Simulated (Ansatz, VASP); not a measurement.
In: VASP beside Ansatz

```
In
1.0
     0.00000    3.36654    3.36654
     3.36654    0.00000    3.36654
     3.36654    3.36654    0.00000
In
2
Direct
  0.87500 0.87500 0.87500
  0.12500 0.12500 0.12500
```

Alike in both runs: task relaxation of cell and atoms; functional PBE; k mesh 11 × 11 × 11; occupations fermi-dirac, width 0.05 eV; no spin polarisation.

```csv
,VASP,Ansatz
version,VASP 6.6.1,Ansatz 0.2.0
potentials or method,"VASP PAW PBE potentials, release 64 (In_d), cutoff 600 eV","all-electron LAPW, scalar-relativistic"
```

```csv
,VASP,Ansatz,Ansatz less VASP
relaxed volume (Å³/atom),38.19,38.16,-0.038
relaxed cell length with the largest relative difference (Å),4.763,4.761,-0.0016
```

Ansatz ran all-electron here, and VASP with PAW potentials.
